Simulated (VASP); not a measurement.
A run of VASP 6.6.1 is set up as follows.

File POSCAR:

```
PbS
1.0
    4.1167825667      0.0000000000      0.0000000000
   -2.0583912833      3.5652382846      0.0000000000
    0.0000000000      0.0000000000      3.8132549298
Pb S
1 1
Direct
    0.0000000000      0.0000000000      0.0000000000
    0.6666666667      0.3333333333      0.5000000000
```

INCAR.step1

```
PREC = Accurate ; ENCUT = 520
EDIFF = 1E-5 ; ISMEAR = -1
SIGMA = 0.05 ; LREAL = False
LASPH = True ; NELM = 80
ALGO = Normal ; ISIF = 2
LWAVE = True ; LCHARG = False
NBANDS = 17 ; GGA = PE
```

File INCAR.step2:

```
PREC = Accurate ; ENCUT = 520
EDIFF = 1E-6 ; ISMEAR = -1
SIGMA = 0.05 ; LREAL = False
LASPH = True ; NELM = 80
ALGO = Normal ; ISIF = 2
LWAVE = False ; LCHARG = False
GGA = PE ; LHFCALC = True
HFSCREEN = 0.2079 ; PRECFOCK = Normal
NBANDS = 17 ; ISTART = 1
```

File KPOINTS:

```
regular mesh
0
Gamma
  4 4 4
```

Potentials or basis: VASP PAW PBE potentials, release 64 (Pb_d, S).

Command:

```console
$ cat potpaw_PBE.64/Pb_d/POTCAR potpaw_PBE.64/S/POTCAR > POTCAR
$ cp INCAR.step1 INCAR
$ mpirun -np 1 vasp_std > vasp.out
$ cp INCAR.step2 INCAR
$ mpirun -np 1 vasp_std > vasp.out
```

Problem. What does it give for the pressure?

Solution. -2.1 GPa.

Problem. Predict the band gap on the k mesh.

Solution. 0.74 eV (least direct gap 1.37 eV).

Stress tensor (GPa, compression positive):
```
-2.10  0.00  0.00
 0.00 -2.10  0.00
 0.00  0.00 -2.22
```

Caveat: the k points lie up to 0.44 Å⁻¹ apart; the PAW data sets were made with another functional, which shifts forces and pressure a little; spin-orbit coupling is left out, which moves the levels of the heavy elements. A k mesh can miss the band edges.
